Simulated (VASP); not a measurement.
## Si2Ni: single point with PBE

Crystal: Si2Ni.

```
CELL_PARAMETERS angstrom
0.00000 2.87502 2.44377
2.87502 0.00000 2.44377
2.87502 2.87502 0.00000
ATOMIC_POSITIONS crystal
Si 0.25000 0.25000 0.25000
Si 0.75000 0.75000 0.75000
Ni 0.00000 0.00000 0.00000
```

This cell differs from its parent crystal: ratio of the length along z to the lengths across it x 0.85, volume and fractional coordinates fixed.

- Program: VASP 6.6.1
- Task: single point
- Functional: PBE
- Potentials or basis: VASP PAW PBE potentials, release 64 (Si, Ni)
- Cutoff: 520 eV
- k mesh: 16 × 16 × 16
- Occupations: gaussian, width 0.15 eV
- Spin: no spin polarisation
- Dipole correction: no
- Further INCAR settings: ALGO = Normal; EDIFF = 1e-06; NBANDS = 16

| Quantity | Value |
| --- | --- |
| Pressure | 0.4 GPa |
| Band gap on the k mesh | zero (band 9 reaches 11.68 eV, above the bottom of band 10 at 9.02 eV) |

Stress tensor (GPa, compression positive):
```
-4.17  0.00  0.00
 0.00 -4.17  0.00
 0.00  0.00  9.40
```

Levels at points of the mesh, in eV from the Fermi level:
| k point | band 7 | band 8 | band 9 | band 10 | band 11 | band 12 |
| --- | --- | --- | --- | --- | --- | --- |
| (0.00, 0.00, 0.00) | -0.08 | 0.54 | 1.77 | 1.77 | 2.58 | 2.58 |
| (0.50, 0.00, 0.00) | -2.89 | -1.77 | -1.08 | 1.17 | 1.69 | 2.67 |
| (0.50, 0.50, 0.00) | -3.17 | -2.81 | -2.80 | -0.89 | 0.98 | 7.99 |
| (0.50, 0.00, 0.50) | -3.05 | -2.92 | -2.66 | 0.12 | 2.05 | 6.14 |

Wall time 2 min on 1 thread of Intel(R) Xeon(R) Platinum 8488C (Sapphire Rapids), on a shared host, peak memory 0.33 GiB.

 Spin polarisation is off, so any magnetic state and its effect on volume and gap are missing.
